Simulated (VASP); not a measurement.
# Ti3Al5 (Pmmm) in VASP: a series of runs

Ti3Al5 is run at these levels: PBEsol; tasks: single point, relaxation of shape and atoms at fixed volume.

Program: VASP 6.6.1. These are calculated values, not measurements. Logs are shortened: lines on timing, memory, paths and dates and some standing lists are left out, and cuts for length are marked.

### 1 The cell of the first run

Symmetry: Pmmm, No. 47, orthorhombic system. Conventional cell: a = 3.922 Å, b = 4.044 Å, c = 8.131 Å, α = 90.00°, β = 90.00°, γ = 90.00°. Ti (site symmetry mm2) has 10 Al at 2.74 to 2.95 Å and 2 Ti at 2.91 Å within 3.6 Å. Ti (site symmetry mmm) has 8 Al at 2.81 to 2.82 Å and 4 Ti at 2.91 Å within 3.7 Å. Al (site symmetry mmm) has 4 Al at 2.77 Å and 8 Ti at 2.82 to 2.95 Å within 3.7 Å. Al (site symmetry mmm) has 4 Ti at 2.78 Å and 8 Al at 2.82 to 2.88 Å within 3.7 Å. Within 3.6 Å of Al (site symmetry mmm) lie 4 Ti at 2.74 Å and 8 Al at 2.82 to 2.92 Å. Within 3.7 Å of Al (site symmetry mm2) lie 6 Al at 2.77 to 2.92 Å and 6 Ti at 2.81 to 2.82 Å.

### 2 Single point, PBEsol (16.12 Å³/atom)

Input file INCAR:

```
SYSTEM = Ti3Al5
  ALGO = Fast
  EDIFF = 1E-6
  ENCUT = 520
  GGA = PS
  ISIF = 2
  ISMEAR = 0
  LASPH = .TRUE.
  LCHARG = .TRUE.
  LELF = .TRUE.
  LREAL = .FALSE.
  LVHAR = .TRUE.
  LWAVE = .FALSE.
  NBANDS = 36
  NELM = 100
  PREC = Accurate
  SIGMA = 0.1
```

Input file KPOINTS:

```
k-points
0
G
  10 10 6
  0 0 0
```

Input file POSCAR:

```
Ti3Al5
1.0
    3.9219727898      0.0000000000      0.0000000000
    0.0000000000      4.0439987033      0.0000000000
    0.0000000000      0.0000000000      8.1309801730
Ti Al
3 5
Direct
    0.0000000000      0.5000000000      0.2648846528
    0.0000000000      0.5000000000      0.7351153472
    0.5000000000      0.5000000000      0.0000000000
    0.0000000000      0.0000000000      0.0000000000
    0.0000000000      0.0000000000      0.5000000000
    0.5000000000      0.5000000000      0.5000000000
    0.5000000000      0.0000000000      0.2408488522
    0.5000000000      0.0000000000      0.7591511478
```

Potentials or basis: VASP PAW PBE potentials, release 64 (Ti_sv, Al).

Started as:

```sh
> cat potpaw_PBE.64/Ti_sv/POTCAR potpaw_PBE.64/Al/POTCAR > POTCAR
> mpirun -np 1 vasp_std > vasp.out
```

OUTCAR:

```text
SYSTEM = Ti3Al5
   EDIFF = 1E-6
   ENCUT = 520
   GGA = PS
   ISIF = 2
   ISMEAR = 0
   LASPH = .TRUE.
   LREAL = .FALSE.
   NELM = 100
   PREC = Accurate

 ion  position               nearest neighbor table
   1  0.000  0.500  0.265-   6 2.74   6 2.74   5 2.78   5 2.78   7 2.82   7 2.82   7 2.82   7 2.82
                             3 2.91   3 2.91   4 2.95   4 2.95
   2  0.000  0.500  0.735-   6 2.74   6 2.74   5 2.78   5 2.78   8 2.82   8 2.82   8 2.82   8 2.82
                             3 2.91   3 2.91   4 2.95   4 2.95
   3  0.500  0.500  0.000-   7 2.81   8 2.81   7 2.81   8 2.81   4 2.82   4 2.82   4 2.82   4 2.82
                             1 2.91   2 2.91   1 2.91   2 2.91
   4  0.000  0.000  0.000-   7 2.77   8 2.77   7 2.77   8 2.77   3 2.82   3 2.82   3 2.82   3 2.82
                             1 2.95   1 2.95   2 2.95   2 2.95
   5  0.000  0.000  0.500-   1 2.78   2 2.78   1 2.78   2 2.78   6 2.82   6 2.82   6 2.82   6 2.82
                             8 2.88   7 2.88   8 2.88   7 2.88
   6  0.500  0.500  0.500-   1 2.74   2 2.74   1 2.74   2 2.74   5 2.82   5 2.82   5 2.82   5 2.82
                             8 2.92   7 2.92   7 2.92   8 2.92
   7  0.500  0.000  0.241-   4 2.77   4 2.77   3 2.81   3 2.81   1 2.82   1 2.82   1 2.82   1 2.82
                             5 2.88   5 2.88   6 2.92   6 2.92
   8  0.500  0.000  0.759-   4 2.77   4 2.77   3 2.81   3 2.81   2 2.82   2 2.82   2 2.82   2 2.82
                             5 2.88   5 2.88   6 2.92   6 2.92

  LATTYP: Found a simple orthorhombic cell.
 ALAT       =     3.9219727898
 B/A-ratio  =     1.0311134014
 C/A-ratio  =     2.0731862786

  Lattice vectors:

 A1 = (   3.9219727898,   0.0000000000,   0.0000000000)
 A2 = (   0.0000000000,   4.0439987033,   0.0000000000)
 A3 = (   0.0000000000,   0.0000000000,   8.1309801730)

Analysis of symmetry for initial positions (statically):
=====================================================================
 Subroutine PRICEL returns:
 Original cell was already a primitive cell.

 Routine SETGRP: Setting up the symmetry group for a
 simple orthorhombic supercell.

 Subroutine GETGRP returns: Found  8 space group operations
 (whereof  8 operations were pure point group operations)
 out of a pool of  8 trial point group operations.

The static configuration has the point symmetry D_2h.

Analysis of symmetry for dynamics (positions and initial velocities):
=====================================================================
 Subroutine PRICEL returns:
 Original cell was already a primitive cell.

 Routine SETGRP: Setting up the symmetry group for a
 simple orthorhombic supercell.

 Subroutine GETGRP returns: Found  8 space group operations
 (whereof  8 operations were pure point group operations)
 out of a pool of  8 trial point group operations.

The dynamic configuration has the point symmetry D_2h.

 Subroutine INISYM returns: Found  8 space group operations
 (whereof  8 operations are pure point group operations),
 and found     1 'primitive' translations

----------------------------------------------------------------------------------------

                                     Primitive cell

  volume of cell :     128.9610

  direct lattice vectors                    reciprocal lattice vectors
     3.921972790  0.000000000  0.000000000     0.254973722  0.000000000  0.000000000
     0.000000000  4.043998703  0.000000000     0.000000000  0.247280000  0.000000000
     0.000000000  0.000000000  8.130980173     0.000000000  0.000000000  0.122986402

  length of vectors
     3.921972790  4.043998703  8.130980173     0.254973722  0.247280000  0.122986402

  position of ions in fractional coordinates (direct lattice)
     0.000000000  0.500000000  0.264884653
     0.000000000  0.500000000  0.735115347
     0.500000000  0.500000000  0.000000000
     0.000000000  0.000000000  0.000000000
     0.000000000  0.000000000  0.500000000
     0.500000000  0.500000000  0.500000000
     0.500000000  0.000000000  0.240848852
     0.500000000  0.000000000  0.759151148

[... 47 lines left out ...]
  Thomas-Fermi vector in A             =   2.337455
   LORBIT       =      0    0 simple, 1 ext, 2 COOP (PROOUT), +10 PAW based schemes
   GGA     = PS    functional components
   LHFCALC =     F    Hartree Fock is set to
   AEXX    =    0.0000 exact exchange contribution
   IVDW    =     0    specifies the selected vdW correction
   LEPSILON=     F    determine dielectric tensor
   LRPA    =     F    only Hartree local field effects (RPA)
 non-spin polarized calculation
 RMM-DIIS sequential band-by-band and
 Gauss-broadening in eV      SIGMA  =   0.10
  energy-cutoff  :      520.00
  volume of cell :      128.96
 maximum number of plane-waves:      3504
 NGX is ok and might be reduce to    30
   NGX = 15   NGY = 15   NGZ = 31

 number of electron      51.0000006 magnetization

 Free energy of the ion-electron system (eV)
  ---------------------------------------------------
  ext. energy  EPLUGINS =         0.00000000
  ---------------------------------------------------
  free energy    TOTEN  =       -48.77660387 eV

  energy without entropy =      -48.75142143  energy(sigma->0) =      -48.76401265

 E-fermi :   8.2873     XC(G=0): -10.9588

 val. band max:        8.2841987245   @ k =   0.0000   0.3000   0.0000
 cond. band min:       8.2915715776   @ k =   0.1000   0.0000   0.5000
 fundamental gap:      0.0073728531
 Fermi energy:         8.2873444105

 k-point     1 :       0.0000    0.0000    0.0000
  band No.  band energies     occupation
      1     -48.1970      2.00000
      2     -48.1914      2.00000
      3     -48.0256      2.00000
      4     -24.6624      2.00000
      5     -24.6545      2.00000
      6     -24.5899      2.00000
[... 28 lines left out ...]
     35      11.8000      0.00000
     36      11.8981      0.00000

 k-point     2 :       0.1000    0.0000    0.0000
  band No.  band energies     occupation
      1     -48.1965      2.00000
      2     -48.1913      2.00000
      3     -48.0260      2.00000
      4     -24.6616      2.00000
      5     -24.6544      2.00000
      6     -24.5915      2.00000
[... 28 lines left out ...]
     35      11.3764      0.00000
     36      11.7958      0.00000
[... 817 lines left out ...]
     35      10.9214      0.00000
     36      11.0422      0.00000

 k-point    24 :       0.5000    0.3000    0.0000
  band No.  band energies     occupation
      1     -48.1909      2.00000
      2     -48.1902      2.00000
      3     -48.0293      2.00000
      4     -24.6637      2.00000
      5     -24.6618      2.00000
      6     -24.6240      2.00000
[... 28 lines left out ...]
     35      10.7608      0.00000
     36      11.0512      0.00000

 [... further k-points ...]
[... 5 lines left out ...]
  --------------------------------------------------------------------------------------
  -------------------------------------------------------------------------------------
  Total       -2.5232581     -2.5316344     -2.5412342     -0.0000000      0.0000000      0.0000000
  in kB      -31.3482846    -31.4523489    -31.5716146     -0.0000000      0.0000000      0.0000000
  external PRESSURE =     -31.4574160 kB  Pullay stress =       0.0000000 kB

 VOLUME and BASIS-vectors are now :
 -----------------------------------------------------------------------------
  energy-cutoff  :      520.00
  volume of cell :      128.96
      direct lattice vectors                 reciprocal lattice vectors
     3.921972790  0.000000000  0.000000000     0.254973722  0.000000000  0.000000000
     0.000000000  4.043998703  0.000000000     0.000000000  0.247280000  0.000000000
     0.000000000  0.000000000  8.130980173     0.000000000  0.000000000  0.122986402

 POSITION                                       TOTAL-FORCE (eV/Angst)
 -----------------------------------------------------------------------------------
      0.00000      2.02200      2.15377        -0.000000      0.000000     -0.005861
      0.00000      2.02200      5.97721         0.000000      0.000000      0.005861
      1.96099      2.02200      0.00000         0.000000      0.000000      0.000000
      0.00000      0.00000      0.00000         0.000000      0.000000      0.000000
      0.00000      0.00000      4.06549         0.000000      0.000000      0.000000
      1.96099      2.02200      4.06549         0.000000      0.000000      0.000000
      1.96099      0.00000      1.95834         0.000000     -0.000000      0.003974
      1.96099      0.00000      6.17264         0.000000      0.000000     -0.003974
 -----------------------------------------------------------------------------------
    total drift:                                0.000000      0.000000      0.000000

  FREE ENERGIE OF THE ION-ELECTRON SYSTEM (eV)
  ---------------------------------------------------
  free  energy   TOTEN  =       -48.7766038691 eV

  energy  without entropy=      -48.7514214332  energy(sigma->0) =      -48.76401265
```

It took 25 min on 1 thread of Intel Xeon Platinum 8375C at 2.90GHz (Ice Lake), shared host; peak memory 0.6 GiB.

What came out:

| Property | Result |
| --- | --- |
| Free energy | -48.7766 eV |
| Pressure | -3.1 GPa |
| Largest force | 0.006 eV/Å |
| Band gap on the k mesh | zero (an odd number of electrons rules out a gap without spin polarisation) |

Forces on the atoms (eV/Å):
```
Ti   0.000  0.000 -0.006
Ti   0.000  0.000  0.006
Ti   0.000  0.000  0.000
Al   0.000  0.000  0.000
Al   0.000  0.000  0.000
Al   0.000  0.000  0.000
Al   0.000  0.000  0.004
Al   0.000  0.000 -0.004
```

Caveat: the cell stands under tension; the PAW data sets were made with another functional, which shifts forces and pressure a little.

### 3 Single point, PBEsol (16.59 Å³/atom)

This run uses another cell than the first one, of 16.59 Å³/atom.

Input file INCAR:

```
SYSTEM = Ti3Al5
PREC = Accurate ; ENCUT = 520
EDIFF = 1E-6 ; ISMEAR = 0
SIGMA = 0.1 ; LREAL = .False.
LASPH = .True. ; NELM = 100
ALGO = Fast ; ISIF = 2
LWAVE = .False. ; LCHARG = .False.
GGA = PS ; NBANDS = 36
```

Input file KPOINTS:

```
regular mesh
0
Gamma
  10 10 6
  0 0 0
```

Input file POSCAR:

```
Ti3Al5
1.0
    3.9579730520      0.0000000000      0.0000000000
    0.0000000000      4.0852951039      0.0000000000
    0.0000000000      0.0000000000      8.2078773853
Ti Al
3 5
Direct
    0.0000000000      0.5000000000      0.2651321047
    0.0000000000      0.5000000000      0.7348678953
    0.5000000000      0.5000000000      0.0000000000
    0.0000000000      0.0000000000      0.0000000000
    0.0000000000      0.0000000000      0.5000000000
    0.5000000000      0.5000000000      0.5000000000
    0.5000000000      0.0000000000      0.2400068488
    0.5000000000      0.0000000000      0.7599931512
```

Potentials or basis: VASP PAW PBE potentials, release 64 (Ti_sv, Al).

Started as:

```sh
> cat potpaw_PBE.64/Ti_sv/POTCAR potpaw_PBE.64/Al/POTCAR > POTCAR
> mpirun -np 1 vasp_std > vasp.out
```

It took 33 min on 1 thread of Intel Xeon Platinum 8375C at 2.90GHz (Ice Lake), shared host; peak memory 0.62 GiB.

The run converged. Its results:

```
Free energy            : -48.6700 eV
Pressure               : -5.9 GPa
Largest force          : 0.006 eV/Å
Band gap on the k mesh : zero (an odd number of electrons rules out a gap without spin polarisation)
```

Forces on the atoms (eV/Å):
```
Ti   0.000  0.000 -0.006
Ti   0.000  0.000  0.006
Ti   0.000  0.000  0.000
Al   0.000  0.000  0.000
Al   0.000  0.000  0.000
Al   0.000  0.000  0.000
Al   0.000  0.000  0.004
Al   0.000  0.000 -0.004
```

Levels at points of the mesh, in eV from the Fermi level:
| k point | band 23 | band 24 | band 25 | band 26 | band 27 | band 28 | band 29 | band 30 |
| --- | --- | --- | --- | --- | --- | --- | --- | --- |
| (0.00, 0.00, 0.00) | -0.70 | -0.63 | -0.51 | -0.31 | 0.13 | 0.70 | 0.75 | 0.83 |
| (0.50, 0.00, 0.00) | -1.16 | -0.86 | -0.47 | -0.10 | 0.73 | 1.00 | 1.39 | 1.42 |
| (0.00, 0.50, 0.00) | -0.45 | -0.19 | 0.11 | 0.78 | 0.90 | 1.05 | 1.37 | 1.55 |
| (0.50, 0.50, 0.00) | -1.73 | -0.79 | -0.78 | -0.09 | -0.07 | 1.08 | 1.13 | 1.21 |
| (0.00, 0.00, 0.50) | -0.64 | -0.61 | -0.42 | -0.28 | 0.20 | 0.61 | 0.78 | 0.88 |
| (0.50, 0.00, 0.50) | -0.92 | -0.64 | -0.60 | -0.47 | 0.95 | 1.15 | 1.27 | 1.37 |
| (0.00, 0.50, 0.50) | -0.73 | 0.67 | 0.72 | 0.78 | 0.84 | 0.95 | 1.06 | 1.27 |
| (0.50, 0.50, 0.50) | -1.79 | -1.54 | -1.00 | -0.67 | -0.23 | 1.16 | 1.18 | 1.27 |

Caveat: the cell stands under tension; the PAW data sets were made with another functional, which shifts forces and pressure a little.

### 4 Relaxation of shape and atoms at fixed volume, PBEsol (16.12 Å³/atom)

Input file INCAR:

```
ALGO     = Fast           # electronic algorithm
EDIFF    = 1E-6           # SCF threshold, eV
EDIFFG   = -0.01          # ionic threshold
ENCUT    = 600            # plane-wave cutoff, eV
GGA      = PS             # functional
IBRION   = 2              # ionic algorithm
ISIF     = 4              # what is computed and relaxed
ISMEAR   = 0              # smearing method
LASPH    = T              # aspherical terms in the spheres
LCHARG   = F              # write CHGCAR
LREAL    = F              # projectors in reciprocal space
LWAVE    = F              # write WAVECAR
NELM     = 80             # most SCF steps
NSW      = 50             # ionic steps
PREC     = Accurate       # precision mode
SIGMA    = 0.1            # smearing width, eV
```

Input file KPOINTS:

```
k-points
0
Gamma
  10 10 6
```

Input file POSCAR:

```
Ti3Al5
1.0
    3.9239076159      0.0000000000      0.0000000000
    0.0000000000      4.0414135164      0.0000000000
    0.0000000000      0.0000000000      8.1321695076
Ti Al
3 5
Direct
    0.0000000000      0.5000000000      0.2646132914
    0.0000000000      0.5000000000      0.7353867086
    0.5000000000      0.5000000000      0.0000000000
    0.0000000000      0.0000000000      0.0000000000
    0.0000000000      0.0000000000      0.5000000000
    0.5000000000      0.5000000000      0.5000000000
    0.5000000000      0.0000000000      0.2417027397
    0.5000000000      0.0000000000      0.7582972603
```

Started as:

```sh
> cat potpaw_PBE.64/Ti_sv/POTCAR potpaw_PBE.64/Al/POTCAR > POTCAR
> mpirun -np 1 vasp_std > vasp.out
```

Run time: 84 min. Hardware: 1 thread of Oxide Virtual Turin-like, shared host; peak memory 0.64 GiB.

It converged, with:

```yaml
Free_energy: -48.7775 eV
Energy_gained_by_relaxing: 0.0 meV/atom
Ionic_steps: 4
Pressure_after_relaxing: -3.2 GPa
Largest_force_after_relaxing: 0.009 eV/Å
Band_gap_on_the_k_mesh: zero (an odd number of electrons rules out a gap without spin polarisation)
```

Forces on the atoms (eV/Å):
```
Ti   0.000  0.000 -0.009
Ti   0.000  0.000  0.009
Ti   0.000  0.000  0.000
Al   0.000  0.000  0.000
Al   0.000  0.000  0.000
Al   0.000  0.000  0.000
Al   0.000  0.000 -0.001
Al   0.000  0.000  0.001
```

Stress tensor (GPa, compression positive):
```
-3.17  0.00  0.00
 0.00 -3.22  0.00
 0.00  0.00 -3.10
```

The path:
```
step  energy change (eV)  largest force (eV/Å)  pressure (GPa)  volume (Å³)
   1              0.0000                0.0437           -3.18       128.96
   2             -0.0002                0.0289           -3.18       128.96
   3             -0.0003                0.0197           -3.18       128.96
   4             -0.0003                0.0087           -3.16       128.96
```

Final structure:
```
Ti Al
1.0
     3.92273    0.00000    0.00000
     0.00000    4.04572    0.00000
     0.00000    0.00000    8.12594
Ti Al
3 5
Direct
  0.00000 0.50000 0.26488
  0.00000 0.50000 0.73512
  0.50000 0.50000 0.00000
  0.00000 0.00000 0.00000
  0.00000 0.00000 0.50000
  0.50000 0.50000 0.50000
  0.50000 0.00000 0.24096
  0.50000 0.00000 0.75904
```

Levels at points of the mesh, in eV from the Fermi level:
| k point | band 22 | band 23 | band 24 | band 25 | band 26 | band 27 | band 28 | band 29 | band 30 |
| --- | --- | --- | --- | --- | --- | --- | --- | --- | --- |
| (0.00, 0.00, 0.00) | -1.01 | -0.71 | -0.62 | -0.53 | -0.29 | 0.12 | 0.70 | 0.76 | 0.82 |
| (0.50, 0.00, 0.00) | -1.40 | -1.18 | -0.87 | -0.48 | -0.10 | 0.75 | 1.00 | 1.43 | 1.47 |
| (0.00, 0.50, 0.00) | -0.68 | -0.46 | -0.20 | 0.10 | 0.81 | 0.99 | 1.10 | 1.59 | 1.67 |
| (0.50, 0.50, 0.00) | -2.19 | -1.73 | -0.81 | -0.79 | -0.08 | -0.07 | 1.11 | 1.18 | 1.39 |
| (0.00, 0.00, 0.50) | -0.72 | -0.63 | -0.63 | -0.43 | -0.26 | 0.19 | 0.62 | 0.80 | 0.90 |
| (0.50, 0.00, 0.50) | -1.27 | -0.95 | -0.66 | -0.62 | -0.48 | 0.97 | 1.19 | 1.28 | 1.42 |
| (0.00, 0.50, 0.50) | -1.27 | -0.76 | 0.69 | 0.75 | 0.81 | 0.90 | 0.98 | 1.10 | 1.37 |
| (0.50, 0.50, 0.50) | -2.04 | -1.84 | -1.56 | -1.02 | -0.65 | -0.22 | 1.21 | 1.22 | 1.32 |

Caveat: the PAW data sets were made with another functional, which shifts forces and pressure a little.

### 5 Summary

| task | cell | cutoff (eV) | gap on the mesh (eV) | pressure (GPa) | largest force (eV/Å) |
| --- | --- | --- | --- | --- | --- |
| single point | a = 3.922, b = 4.044, c = 8.131 Å, 8 atoms, atomic positions A | 520 | none | -3.1 | 0.01 |
| single point | a = 3.958, b = 4.085, c = 8.208 Å, 8 atoms, atomic positions B | 520 | none | -5.9 | 0.01 |
| relaxation of shape and atoms at fixed volume | relaxed from a = 3.924, b = 4.041, c = 8.132 Å, 8 atoms, atomic positions C | 600 | none | -3.2 | 0.01 |

Alike in all rows: level PBEsol; potentials or basis VASP PAW PBE potentials, release 64 (Ti_sv, Al); no spin polarisation; k mesh 10 × 10 × 6; smearing gaussian 0.1 eV.

Caveats: the PAW data sets were made with another functional, which shifts forces and pressure a little; the cell stands under tension (at least some runs).

Total energies depend on the potentials used, so only differences within one code and one set of settings carry meaning.
